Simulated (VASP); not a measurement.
# CoSi (Pm-3m) in VASP: further runs, part 2 of 2

VASP 6.6.1. Earlier steps stand in the parts before.

## 3. Single point, PBE, collinear spin, ferromagnetic start (volume scaled by 1.06)

Input file INCAR:

```
SYSTEM = CoSi
PREC     = Accurate       ! precision mode
ENCUT    = 520            ! plane-wave cutoff, eV
EDIFF    = 1E-6           ! SCF threshold, eV
ISMEAR   = -1             ! smearing method
SIGMA    = 0.05           ! smearing width, eV
LREAL    = .False.        ! projectors in reciprocal space
LASPH    = .True.         ! aspherical terms in the spheres
NELM     = 150            ! most SCF steps
ALGO     = Normal         ! electronic algorithm
ISIF     = 2              ! what is computed and relaxed
LWAVE    = .False.        ! write WAVECAR
LCHARG   = .False.        ! write CHGCAR
ISPIN    = 2              ! spin polarisation
MAGMOM   = 2 0            ! initial moments
LORBIT   = 11             ! projections on sites
LMAXMIX  = 4              ! l up to which the mixer works
GGA      = PE             ! functional
NBANDS   = 18             ! bands
```

Input file KPOINTS:

```
Automatic mesh
0
Gamma
  10 10 10
  0 0 0
```

Input file POSCAR:

```
CoSi
1.0
    2.8358838098      0.0000000000      0.0000000000
    0.0000000000      2.8358838098      0.0000000000
    0.0000000000      0.0000000000      2.8358838098
Co Si
1 1
Direct
    0.0000000000      0.0000000000      0.0000000000
    0.5000000000      0.5000000000      0.5000000000
```

Potentials or basis: VASP PAW PBE potentials, release 64 (Co, Si).

Run with:

```
cat potpaw_PBE.64/Co/POTCAR potpaw_PBE.64/Si/POTCAR > POTCAR
mpirun -np 1 vasp_std > vasp.out
```

OUTCAR:

```text
SYSTEM = CoSi
   PREC = Accurate
   ENCUT = 520
   EDIFF = 1E-6
   ISMEAR = -1
   LREAL = .False.
   LASPH = .True.
   NELM = 150
   ISIF = 2
   ISPIN = 2
   LORBIT = 11
   GGA = PE

 ion  position               nearest neighbor table
   1  0.000  0.000  0.000-   2 2.46   2 2.46   2 2.46   2 2.46   2 2.46   2 2.46   2 2.46   2 2.46

   2  0.500  0.500  0.500-   1 2.46   1 2.46   1 2.46   1 2.46   1 2.46   1 2.46   1 2.46   1 2.46

  LATTYP: Found a simple cubic cell.
 ALAT       =     2.8358838098

  Lattice vectors:

 A1 = (   2.8358838098,   0.0000000000,   0.0000000000)
 A2 = (   0.0000000000,   2.8358838098,   0.0000000000)
 A3 = (   0.0000000000,   0.0000000000,   2.8358838098)

Analysis of symmetry for initial positions (statically):
=====================================================================
 Subroutine PRICEL returns:
 Original cell was already a primitive cell.

 Routine SETGRP: Setting up the symmetry group for a
 simple cubic supercell.

 Subroutine GETGRP returns: Found 48 space group operations
 (whereof 48 operations were pure point group operations)
 out of a pool of 48 trial point group operations.

The static configuration has the point symmetry O_h .

Analysis of symmetry for dynamics (positions and initial velocities):
=====================================================================
 Subroutine PRICEL returns:
 Original cell was already a primitive cell.

 Routine SETGRP: Setting up the symmetry group for a
 simple cubic supercell.

 Subroutine GETGRP returns: Found 48 space group operations
 (whereof 48 operations were pure point group operations)
 out of a pool of 48 trial point group operations.

The dynamic configuration has the point symmetry O_h .

Analysis of structural, dynamic, and magnetic symmetry:
=====================================================================
 Subroutine PRICEL returns:
 Original cell was already a primitive cell.

 Routine SETGRP: Setting up the symmetry group for a
 simple cubic supercell.

 Subroutine GETGRP returns: Found 48 space group operations
 (whereof 48 operations were pure point group operations)
 out of a pool of 48 trial point group operations.

The overall configuration has the point symmetry O_h .

 Subroutine INISYM returns: Found 48 space group operations
 (whereof 48 operations are pure point group operations),
 and found     1 'primitive' translations

----------------------------------------------------------------------------------------

                                     Primitive cell

  volume of cell :      22.8068

  direct lattice vectors                    reciprocal lattice vectors
     2.835883810  0.000000000  0.000000000     0.352623756  0.000000000  0.000000000
     0.000000000  2.835883810  0.000000000     0.000000000  0.352623756  0.000000000
     0.000000000  0.000000000  2.835883810     0.000000000  0.000000000  0.352623756

  length of vectors
     2.835883810  2.835883810  2.835883810     0.352623756  0.352623756  0.352623756

  position of ions in fractional coordinates (direct lattice)
     0.000000000  0.000000000  0.000000000
     0.500000000  0.500000000  0.500000000

  ion indices of the primitive-cell ions
   primitive index   ion index
                 1           1
                 2           2
[... 64 lines left out ...]
   ISTART =      0    job   : 0-new  1-cont  2-samecut
   ICHARG =      2    charge: 1-file 2-atom 10-const
   ISPIN  =      2    spin polarized calculation?
   LNONCOLLINEAR =      F non collinear calculations
   LSORBIT =      F    spin-orbit coupling
   LASPH  =      T    aspherical Exc in radial PAW
   ENCUT  =  520.0 eV  38.22 Ry    6.18 a.u.   5.27  5.27  5.27*2*pi/ulx,y,z
   NELM   =    150;   NELMIN=  2; NELMDL= -5     # of ELM steps
   EDIFF  = 0.1E-05   stopping-criterion for ELM
   LREAL  =      F    real-space projection
   EDIFFG = 0.1E-04   stopping-criterion for IOM
   NSW    =      0    number of steps for IOM
   IBRION =     -1    ionic relax: 0-MD 1-quasi-New 2-CG
   NFREE  =      0    steps in history (QN), initial steepest desc. (CG)
   ISIF   =      2    stress and relaxation
   ISYM   =      2    0-nonsym 1-usesym 2-fastsym
   POTIM  = 0.5000    time-step for ionic-motion
   TEBEG  =    0.0;   TEEND  =   0.0 temperature during run
   PSTRESS=    0.0 pullay stress
   NELECT =      13.0000    total number of electrons
   NUPDOWN=      -1.0000    fix difference up-down
   EMIN   =  10.00;   EMAX   =-10.00  energy-range for DOS
   EFERMI =   0.00;   METHOD = LEGACY
   ISMEAR =    -1;   SIGMA  =   0.05  broadening in eV -4-tet -1-fermi 0-gaus
   EFERMI_NEDOS =   21; number of points for ismear=-14 and -15
   IALGO  =     38    algorithm
   IMIX   =      4    mixing-type and parameters
     AMIX     =   0.40;   BMIX     =  1.00
     AMIX_MAG =   1.60;   BMIX_MAG =  1.00
  volume/ion in A,a.u.               =      11.40        76.95
  Fermi-wavevector in a.u.,A,eV,Ry     =   1.357378  2.565073 25.068400  1.842475
  Thomas-Fermi vector in A             =   2.484302
   LORBIT       =     11    0 simple, 1 ext, 2 COOP (PROOUT), +10 PAW based schemes
   GGA     = PE    functional components
   LHFCALC =     F    Hartree Fock is set to
   AEXX    =    0.0000 exact exchange contribution
   IVDW    =     0    specifies the selected vdW correction
   LEPSILON=     F    determine dielectric tensor
   LRPA    =     F    only Hartree local field effects (RPA)
 spin polarized calculation
  energy-cutoff  :      520.00
  volume of cell :       22.81
 maximum number of plane-waves:       626
 NGX is ok and might be reduce to    24
   NGX = 11   NGY = 11   NGZ = 11

 number of electron      12.9999995 magnetization       0.5755877

 Free energy of the ion-electron system (eV)
  ---------------------------------------------------
  ext. energy  EPLUGINS =         0.00000000
  ---------------------------------------------------
  free energy    TOTEN  =       -13.24943848 eV

  energy without entropy =      -13.23338509  energy(sigma->0) =      -13.24141178

 E-fermi :  11.9790     XC(G=0): -12.6497

 val. band max:       11.9713565050   @ k =   0.5000   0.3000   0.1000
 cond. band min:      11.9798216932   @ k =   0.4000   0.3000   0.3000
 fundamental gap:      0.0084651882
 Fermi energy:        11.9790314424

 spin component 1

 k-point     1 :       0.0000    0.0000    0.0000
  band No.  band energies     occupation
      1      -1.8034      1.00000
      2       8.0894      1.00000
      3       8.0894      1.00000
      4      10.4441      1.00000
      5      10.4441      1.00000
      6      10.4441      1.00000
[... 493 lines left out ...]
     17      31.6757      0.00000
     18      36.5508      0.00000

 [... further k-points ...]

 spin component 2

 k-point     1 :       0.0000    0.0000    0.0000
  band No.  band energies     occupation
      1      -1.8002      1.00000
      2       8.7328      1.00000
      3       8.7328      1.00000
      4      10.8293      1.00000
      5      10.8293      1.00000
      6      10.8293      1.00000
[... 493 lines left out ...]
     17      31.7349      0.00000
     18      36.6250      0.00000

 [... further k-points ...]

------------------------ aborting loop because EDIFF is reached ----------------------------------------

  FORCE on cell =-STRESS in cart. coord.  units (eV):
  Direction    XX          YY          ZZ          XY          YZ          ZX
  --------------------------------------------------------------------------------------
  -------------------------------------------------------------------------------------
  Total       -1.4725267     -1.4725267     -1.4725267      0.0000000     -0.0000000     -0.0000000
  in kB     -103.4447545   -103.4447545   -103.4447545      0.0000000     -0.0000000     -0.0000000
  external PRESSURE =    -103.4447545 kB  Pullay stress =       0.0000000 kB

 VOLUME and BASIS-vectors are now :
 -----------------------------------------------------------------------------
  energy-cutoff  :      520.00
  volume of cell :       22.81
      direct lattice vectors                 reciprocal lattice vectors
     2.835883810  0.000000000  0.000000000     0.352623756  0.000000000  0.000000000
     0.000000000  2.835883810  0.000000000     0.000000000  0.352623756  0.000000000
     0.000000000  0.000000000  2.835883810     0.000000000  0.000000000  0.352623756

 POSITION                                       TOTAL-FORCE (eV/Angst)
 -----------------------------------------------------------------------------------
      0.00000      0.00000      0.00000         0.000000      0.000000      0.000000
      1.41794      1.41794      1.41794         0.000000      0.000000      0.000000
 -----------------------------------------------------------------------------------
    total drift:                               -0.000000      0.000000      0.000000

  FREE ENERGIE OF THE ION-ELECTRON SYSTEM (eV)
  ---------------------------------------------------
  free  energy   TOTEN  =       -13.2494384817 eV

  energy  without entropy=      -13.2333850869  energy(sigma->0) =      -13.24141178

 total charge

# of ion       s       p       d       tot
------------------------------------------
    1        0.415   0.531   7.524   8.470
    2        0.716   0.826   0.000   1.542
--------------------------------------------------
tot          1.130   1.357   7.524  10.011

 magnetization (x)

# of ion       s       p       d       tot
------------------------------------------
    1        0.007  -0.000   0.581   0.587
    2        0.002   0.008   0.000   0.009
--------------------------------------------------
tot          0.008   0.007   0.581   0.596
```

Wall time 18 s (1 thread of Intel Xeon 6975P-C (Granite Rapids), shared host); peak memory 0.17 GiB.

What came out:

```yaml
Free_energy: -13.2494 eV
Pressure: -10.3 GPa
Net_moment: 0.58 μB per cell
Site_moments: Co +0.59; Si +0.01 μB
Valence_electrons_inside_the_program's_atomic_spheres: Co 8.47; Si 1.54
```

## 4. Single point, PBEsol, collinear spin, ferromagnetic start (volume scaled by 0.94)

Input file INCAR:

```
  PREC = Accurate
  ENCUT = 520
  EDIFF = 1E-7
  ISMEAR = -1
  SIGMA = 0.05
  LREAL = F
  LASPH = T
  NELM = 150
  ALGO = Normal
  ISIF = 2
  LWAVE = F
  LCHARG = T
  ISPIN = 2
  MAGMOM = 2 0
  LORBIT = 11
  LMAXMIX = 4
  GGA = PS
  LELF = T
  LVHAR = T
  NBANDS = 18
```

Input file KPOINTS:

```
regular mesh
0
Gamma
  10 10 10
```

Input file POSCAR:

```
CoSi
1.0
    2.7245561501      0.0000000000      0.0000000000
    0.0000000000      2.7245561501      0.0000000000
    0.0000000000      0.0000000000      2.7245561501
Co Si
1 1
Direct
    0.0000000000      0.0000000000      0.0000000000
    0.5000000000      0.5000000000      0.5000000000
```

Run with:

```
cat potpaw_PBE.64/Co/POTCAR potpaw_PBE.64/Si/POTCAR > POTCAR
mpirun -np 1 vasp_std > vasp.out
```

Run time: 21 s. Hardware: 1 thread of AMD EPYC 9R45 (Zen 5), shared host; peak memory 0.12 GiB.

It converged, with:

```yaml
Free_energy: -14.5423 eV
Pressure: 7.9 GPa
Net_moment: 0.45 μB per cell
Site_moments: Co +0.44; Si +0.01 μB
Valence_electrons_inside_the_program's_atomic_spheres: Co 8.78; Si 1.61
```

Levels at points of the mesh, in eV from the Fermi level:
Spin up:
```
           k point  band 3  band 4  band 5  band 6  band 7  band 8  band 9  band 10  band 11  band 12
(0.00, 0.00, 0.00)   -4.43   -1.62   -1.62   -1.62    3.16    3.16    3.16     7.64     7.64    13.12
(0.50, 0.00, 0.00)   -3.60   -2.99   -2.99   -1.46   -0.62    6.59    8.63     8.63     9.64     9.64
(0.50, 0.50, 0.00)   -5.56   -4.49   -2.52   -2.52   -0.97    1.70    1.86     8.60    13.97    15.00
(0.50, 0.50, 0.50)   -6.38   -1.27   -0.92   -0.92    1.16    1.16    1.16     3.75     3.75     3.75
```
Spin down:
| k point | band 2 | band 3 | band 4 | band 5 | band 6 | band 7 | band 8 | band 9 | band 10 | band 11 |
| --- | --- | --- | --- | --- | --- | --- | --- | --- | --- | --- |
| (0.00, 0.00, 0.00) | -3.99 | -3.99 | -1.31 | -1.31 | -1.31 | 3.18 | 3.18 | 3.18 | 7.86 | 7.86 |
| (0.50, 0.00, 0.00) | -9.26 | -3.07 | -2.74 | -2.74 | -1.14 | 0.02 | 6.59 | 8.72 | 8.72 | 9.67 |
| (0.50, 0.50, 0.00) | -5.54 | -5.54 | -4.16 | -2.24 | -2.24 | -0.28 | 1.97 | 2.25 | 8.61 | 13.98 |
| (0.50, 0.50, 0.50) | -6.26 | -6.26 | -1.26 | -0.23 | -0.23 | 1.20 | 1.20 | 1.20 | 3.97 | 3.97 |

Caveat: the PAW data sets were made with another functional, which shifts forces and pressure a little.

## 5. Summary

```csv
level,cell,gap on the mesh (eV),pressure (GPa),moment (μB)
PBE,"a = 2.818 Å, 2 atoms",none,-7.2,0.56
PBE,"a = 2.836 Å, 2 atoms",none,-10.3,0.58
PBEsol,"a = 2.725 Å, 2 atoms",none,7.9,0.45
```

Alike in all rows: task single point; potentials or basis VASP PAW PBE potentials, release 64 (Co, Si); spin collinear, ferromagnetic start; k mesh 10 × 10 × 10; cutoff (eV) 520; smearing fermi-dirac 0.05 eV.

Caveats: the PAW data sets were made with another functional, which shifts forces and pressure a little (some runs).

Total energies depend on the potentials used, so only differences within one code and one set of settings carry meaning.
